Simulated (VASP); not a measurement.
Here is a VASP 6.6.1 calculation.

File INCAR:

```
PREC     = Accurate       # precision mode
ENCUT    = 520            # plane-wave cutoff, eV
EDIFF    = 1E-6           # SCF threshold, eV
ISMEAR   = 0              # smearing method
SIGMA    = 0.1            # smearing width, eV
LREAL    = F              # projectors in reciprocal space
LASPH    = T              # aspherical terms in the spheres
NELM     = 80             # most SCF steps
ALGO     = Normal         # electronic algorithm
ISIF     = 2              # what is computed and relaxed
LWAVE    = F              # write WAVECAR
LCHARG   = T              # write CHGCAR
GGA      = PE             # functional
LELF     = T              # ELF
LVHAR    = T            
NBANDS   = 18             # bands
```

KPOINTS

```
regular mesh
0
Gamma
  18 18 18
```

POSCAR

```
Si2W
1.0
   -1.5969407905      1.5969407905      3.9000560860
    1.5969407905     -1.5969407905      3.9000560860
    1.5969407905      1.5969407905     -3.9000560860
Si W
2 1
Direct
    0.3341170877      0.3341170877      0.0000000000
    0.6658829123      0.6658829123      0.0000000000
    0.0000000000      0.0000000000      0.0000000000
```

Potentials or basis: VASP PAW PBE potentials, release 64 (Si, W_sv).

The run is started by

```bash
$ cat potpaw_PBE.64/Si/POTCAR potpaw_PBE.64/W_sv/POTCAR > POTCAR
$ mpirun -np 1 vasp_std > vasp.out
```

Problem. Estimate the largest force.

Solution. 0.010 eV/Å.

Problem. Predict the band gap on the k mesh.

Solution. Zero (bands 11 and 12 overlap by 1.33 eV).

Problem. Estimate the pressure.

Solution. 7.2 GPa.

Forces in eV/Å, atoms in the order of the input:
```
Si   0.000  0.000 -0.010
Si   0.000  0.000  0.010
W    0.000  0.000  0.000
```

Caveat: the cell stands under pressure; spin-orbit coupling is left out, which moves the levels of the heavy elements.
